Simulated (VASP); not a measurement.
# Y (P6_3/mmc) in VASP: notebook, part 2 of 2

VASP 6.6.1.

### 6 Single point, PBE

INCAR reads:

```
SYSTEM = Y
ALGO = Fast
EDIFF = 1E-6
ENCUT = 520
GGA = PE
ISIF = 2
ISMEAR = 0
LASPH = .True.
LCHARG = .True.
LELF = .True.
LREAL = .False.
LVHAR = .True.
LWAVE = .False.
NBANDS = 30
NELM = 80
PREC = Accurate
SIGMA = 0.1
```

KPOINTS reads:

```
k-points
0
Gamma
  15 15 4
  0 0 0
```

POSCAR reads:

```
Y
1.0
    3.5992841467      0.0000000000      0.0000000000
   -1.7996420733      3.1170715065      0.0000000000
    0.0000000000      0.0000000000     11.5724887385
Y
4
Direct
    0.0000000000      0.0000000000      0.0000000000
    0.3333333333      0.6666666667      0.2500000000
    0.0000000000      0.0000000000      0.5000000000
    0.6666666667      0.3333333333      0.7500000000
```

Potentials or basis: VASP PAW PBE potentials, release 64 (Y_sv).

On the command line:

```console
cat potpaw_PBE.64/Y_sv/POTCAR > POTCAR
mpirun -np 1 vasp_std > vasp.out
```

OUTCAR:

```text
SYSTEM = Y
   EDIFF = 1E-6
   ENCUT = 520
   GGA = PE
   ISIF = 2
   ISMEAR = 0
   LASPH = .True.
   LREAL = .False.
   NELM = 80
   PREC = Accurate

 ion  position               nearest neighbor table
   1  0.000  0.000  0.000-   2 3.56   4 3.56   2 3.56   4 3.56   4 3.56   2 3.56
   2  0.333  0.667  0.250-   1 3.56   3 3.56   1 3.56   3 3.56   1 3.56   3 3.56
   3  0.000  0.000  0.500-   2 3.56   4 3.56   2 3.56   4 3.56   4 3.56   2 3.56
   4  0.667  0.333  0.750-   1 3.56   3 3.56   1 3.56   3 3.56   1 3.56   3 3.56

  LATTYP: Found a hexagonal cell.
 ALAT       =     3.5992841467
 C/A-ratio  =     3.2152195456

  Lattice vectors:

 A1 = (   3.5992841467,   0.0000000000,   0.0000000000)
 A2 = (  -1.7996420733,   3.1170715065,   0.0000000000)
 A3 = (   0.0000000000,   0.0000000000,  11.5724887385)

Analysis of symmetry for initial positions (statically):
=====================================================================
 Subroutine PRICEL returns:
 Original cell was already a primitive cell.

 Routine SETGRP: Setting up the symmetry group for a
 hexagonal supercell.

 Subroutine GETGRP returns: Found 24 space group operations
 (whereof 12 operations were pure point group operations)
 out of a pool of 24 trial point group operations.

The static configuration has the point symmetry D_3d.
 The point group associated with its full space group is D_6h.

Analysis of symmetry for dynamics (positions and initial velocities):
=====================================================================
 Subroutine PRICEL returns:
 Original cell was already a primitive cell.

 Routine SETGRP: Setting up the symmetry group for a
 hexagonal supercell.

 Subroutine GETGRP returns: Found 24 space group operations
 (whereof 12 operations were pure point group operations)
 out of a pool of 24 trial point group operations.

The dynamic configuration has the point symmetry D_3d.
 The point group associated with its full space group is D_6h.

 Subroutine INISYM returns: Found 24 space group operations
 (whereof 12 operations are pure point group operations),
 and found     1 'primitive' translations

----------------------------------------------------------------------------------------

                                     Primitive cell

  volume of cell :     129.8344

  direct lattice vectors                    reciprocal lattice vectors
     3.599284147  0.000000000  0.000000000     0.277833024  0.160406971  0.000000000
    -1.799642073  3.117071506  0.000000000     0.000000000  0.320813943  0.000000000
     0.000000000  0.000000000 11.572488739     0.000000000  0.000000000  0.086411836

  length of vectors
     3.599284147  3.599284147 11.572488739     0.320813943  0.320813943  0.086411836

  position of ions in fractional coordinates (direct lattice)
     0.000000000  0.000000000  0.000000000
     0.333333333  0.666666667  0.250000000
     0.000000000  0.000000000  0.500000000
     0.666666667  0.333333333  0.750000000

  ion indices of the primitive-cell ions
   primitive index   ion index
                 1           1
                 2           2
                 3           3
                 4           4

[... 26 lines left out ...]
 Following reciprocal coordinates:
            Coordinates               Weight
  0.000000  0.000000  0.000000      1.000000
  0.066667  0.000000  0.000000      6.000000
  0.133333  0.000000  0.000000      6.000000
  0.200000  0.000000  0.000000      6.000000
  0.266667  0.000000  0.000000      6.000000
  0.333333  0.000000  0.000000      6.000000
[... 16 lines left out ...]
  0.333333  0.200000  0.000000     12.000000
  0.400000  0.200000  0.000000      6.000000
 [... further k-points ...]
   k-points           NKPTS =     81   k-points in BZ     NKDIM =     81   number of bands    NBANDS=     30
   number of dos      NEDOS =    301   number of ions     NIONS =      4
   total plane-waves  NPLWV =  70560
   dimension x,y,z NGX =    28 NGY =   28 NGZ =   90
   dimension x,y,z NGXF=    56 NGYF=   56 NGZF=  180
   ions per type =               4
   NGX,Y,Z   is equivalent  to a cutoff of  12.93, 12.93, 12.93 a.u.
   NGXF,Y,Z  is equivalent  to a cutoff of  25.87, 25.87, 25.86 a.u.
 SYSTEM =  Y
   PREC   = accura    normal or accurate (medium, high low for compatibility)
   ISTART =      0    job   : 0-new  1-cont  2-samecut
   ICHARG =      2    charge: 1-file 2-atom 10-const
   ISPIN  =      1    spin polarized calculation?
   LNONCOLLINEAR =      F non collinear calculations
   LSORBIT =      F    spin-orbit coupling
   LASPH  =      T    aspherical Exc in radial PAW
   ENCUT  =  520.0 eV  38.22 Ry    6.18 a.u.   6.69  6.69 21.52*2*pi/ulx,y,z
   NELM   =     80;   NELMIN=  2; NELMDL= -5     # of ELM steps
   EDIFF  = 0.1E-05   stopping-criterion for ELM
   LREAL  =      F    real-space projection
   EDIFFG = 0.1E-04   stopping-criterion for IOM
   NSW    =      0    number of steps for IOM
   IBRION =     -1    ionic relax: 0-MD 1-quasi-New 2-CG
   NFREE  =      0    steps in history (QN), initial steepest desc. (CG)
   ISIF   =      2    stress and relaxation
   ISYM   =      2    0-nonsym 1-usesym 2-fastsym
   POTIM  = 0.5000    time-step for ionic-motion
   TEBEG  =    0.0;   TEEND  =   0.0 temperature during run
   PSTRESS=    0.0 pullay stress
   NELECT =      44.0000    total number of electrons
   NUPDOWN=      -1.0000    fix difference up-down
   EMIN   =  10.00;   EMAX   =-10.00  energy-range for DOS
   EFERMI =   0.00;   METHOD = LEGACY
   ISMEAR =     0;   SIGMA  =   0.10  broadening in eV -4-tet -1-fermi 0-gaus
   EFERMI_NEDOS =   21; number of points for ismear=-14 and -15
   IALGO  =     68    algorithm
   IMIX   =      4    mixing-type and parameters
     AMIX     =   0.40;   BMIX     =  1.00
     AMIX_MAG =   1.60;   BMIX_MAG =  1.00
  volume/ion in A,a.u.               =      32.46       219.04
  Fermi-wavevector in a.u.,A,eV,Ry     =   1.141377  2.156890 17.724878  1.302742
  Thomas-Fermi vector in A             =   2.278077
   LORBIT       =      0    0 simple, 1 ext, 2 COOP (PROOUT), +10 PAW based schemes
   GGA     = PE    functional components
   LHFCALC =     F    Hartree Fock is set to
   AEXX    =    0.0000 exact exchange contribution
   IVDW    =     0    specifies the selected vdW correction
   LEPSILON=     F    determine dielectric tensor
   LRPA    =     F    only Hartree local field effects (RPA)
 non-spin polarized calculation
 RMM-DIIS sequential band-by-band and
 Gauss-broadening in eV      SIGMA  =   0.10
  energy-cutoff  :      520.00
  volume of cell :      129.83
 maximum number of plane-waves:      3537
 NGX is ok and might be reduce to    28
   NGX = 13   NGY = 13   NGZ = 43

 number of electron      43.9999999 magnetization

 Free energy of the ion-electron system (eV)
  ---------------------------------------------------
  ext. energy  EPLUGINS =         0.00000000
  ---------------------------------------------------
  free energy    TOTEN  =       -25.71577861 eV

  energy without entropy =      -25.68259927  energy(sigma->0) =      -25.69918894

 E-fermi :   3.0936     XC(G=0):  -9.4707

 val. band max:        3.0852477150   @ k =   0.2000   0.1333   0.2500
 cond. band min:       3.0958514649   @ k =   0.2000   0.0000   0.5000
 fundamental gap:      0.0106037499
 Fermi energy:         3.0935730659

 k-point     1 :       0.0000    0.0000    0.0000
  band No.  band energies     occupation
      1     -39.5788      2.00000
      2     -39.5484      2.00000
      3     -39.5388      2.00000
      4     -39.5080      2.00000
      5     -19.8549      2.00000
      6     -19.5803      2.00000
[... 781 lines left out ...]
     29       5.2346      0.00000
     30       5.7708      0.00000

 [... further k-points ...]

------------------------ aborting loop because EDIFF is reached ----------------------------------------

  FORCE on cell =-STRESS in cart. coord.  units (eV):
  Direction    XX          YY          ZZ          XY          YZ          ZX
  --------------------------------------------------------------------------------------
  -------------------------------------------------------------------------------------
  Total       -0.0654293     -0.0654293     -0.0802332     -0.0000000     -0.0000000     -0.0000000
  in kB       -0.8074077     -0.8074077     -0.9900905     -0.0000000     -0.0000000     -0.0000000
  external PRESSURE =      -0.8683020 kB  Pullay stress =       0.0000000 kB

 VOLUME and BASIS-vectors are now :
 -----------------------------------------------------------------------------
  energy-cutoff  :      520.00
  volume of cell :      129.83
      direct lattice vectors                 reciprocal lattice vectors
     3.599284147  0.000000000  0.000000000     0.277833024  0.160406971  0.000000000
    -1.799642073  3.117071506  0.000000000     0.000000000  0.320813943  0.000000000
     0.000000000  0.000000000 11.572488739     0.000000000  0.000000000  0.086411836

 POSITION                                       TOTAL-FORCE (eV/Angst)
 -----------------------------------------------------------------------------------
      0.00000      0.00000      0.00000        -0.000000      0.000000      0.000000
     -0.00000      2.07805      2.89312         0.000000      0.000000     -0.000000
      0.00000      0.00000      5.78624        -0.000000      0.000000      0.000000
      1.79964      1.03902      8.67937        -0.000000      0.000000      0.000000
 -----------------------------------------------------------------------------------
    total drift:                                0.000000     -0.000000      0.000000

  FREE ENERGIE OF THE ION-ELECTRON SYSTEM (eV)
  ---------------------------------------------------
  free  energy   TOTEN  =       -25.7157786088 eV

  energy  without entropy=      -25.6825992715  energy(sigma->0) =      -25.69918894
```

Wall time 16 min (1 thread of Intel Xeon 8259CL, shared host); peak memory 0.42 GiB.

What came out:

| Property | Result |
| --- | --- |
| Free energy | -25.7158 eV |
| Pressure | -0.1 GPa |
| Band gap on the k mesh | zero (bands 22 and 23 overlap by 1.20 eV) |

Levels at points of the mesh, in eV from the Fermi level:
| k point | band 20 | band 21 | band 22 | band 23 | band 24 | band 25 |
| --- | --- | --- | --- | --- | --- | --- |
| (0.00, 0.00, 0.00) | -1.94 | 0.73 | 0.78 | 0.84 | 1.62 | 1.62 |
| (0.00, 0.00, 0.50) | -2.29 | 0.55 | 0.55 | 1.51 | 1.51 | 1.74 |

### 7 The runs side by side

```csv
cell,k mesh,cutoff (eV),gap on the mesh (eV),pressure (GPa)
"a = 3.598, b = 3.598, c = 11.584 Å, angles 90.0, 90.0, 120.0°, 4 atoms",12 × 12 × 4,520,none,-0.1
"a = 3.598, b = 3.598, c = 12.047 Å, angles 90.0, 90.0, 120.0°, 4 atoms",18 × 18 × 6,500,none,-1.6
"a = 3.598, b = 3.598, c = 10.889 Å, angles 90.0, 90.0, 120.0°, 4 atoms",18 × 18 × 6,500,none,2.6
"a = 3.598, b = 3.598, c = 11.120 Å, angles 90.0, 90.0, 120.0°, 4 atoms",18 × 18 × 6,500,none,1.6
"a = 3.599, b = 3.599, c = 11.572 Å, angles 90.0, 90.0, 120.0°, 4 atoms",15 × 15 × 4,520,none,-0.1
```

Alike in all rows: task single point; level PBE; potentials or basis VASP PAW PBE potentials, release 64 (Y_sv); no spin polarisation; smearing gaussian 0.1 eV.

Absolute energies hang on the potentials; compare differences alone.
